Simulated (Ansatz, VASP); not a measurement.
## WSe2: VASP beside Ansatz

```
W Se
1.0
     3.27947    0.00000    0.00000
    -1.63974    2.84011    0.00000
     0.00000    0.00000   19.78669
W Se
3 6
Direct
  0.66667 0.33333 0.00000
  0.33333 0.66667 0.67689
  0.33333 0.66667 0.32311
  0.33333 0.66667 0.08510
  0.66667 0.33333 0.76202
  0.66667 0.33333 0.40823
  0.33333 0.66667 0.91490
  0.66667 0.33333 0.59177
  0.66667 0.33333 0.23798
```

Alike in both runs: functional PBE; dispersion D3(BJ); k mesh 12 × 12 × 2; occupations gaussian, width 0.02 eV; no spin polarisation.

Ansatz relaxed the structure, and its values are those at the end. VASP's run is a single point on that final structure, the one shown.

|  | VASP | Ansatz |
| --- | --- | --- |
| version | VASP 6.6.1 | Ansatz 0.2.0 |
| potentials or method | VASP PAW PBE potentials, release 64 (W_sv, Se), cutoff 520 eV | scalar-relativistic, plane waves, PAW |
| valence electrons in the cell | 78 | 138 |

```tsv
	VASP	Ansatz	Ansatz less VASP
gap on the k mesh at the Fermi level (eV)	0.97	0.97	+0.005
least direct gap on the mesh (eV)	1.58	1.59	+0.003
pressure (GPa)	0.3	0.0	-0.32
rms of the force components (eV/Å)	0.024	0.002	-0.0223
```

VASP's potentials hold 78 valence electrons a cell and Ansatz's 138, so a difference there can come from the potentials and not from the codes.

Spin-orbit coupling is off throughout.
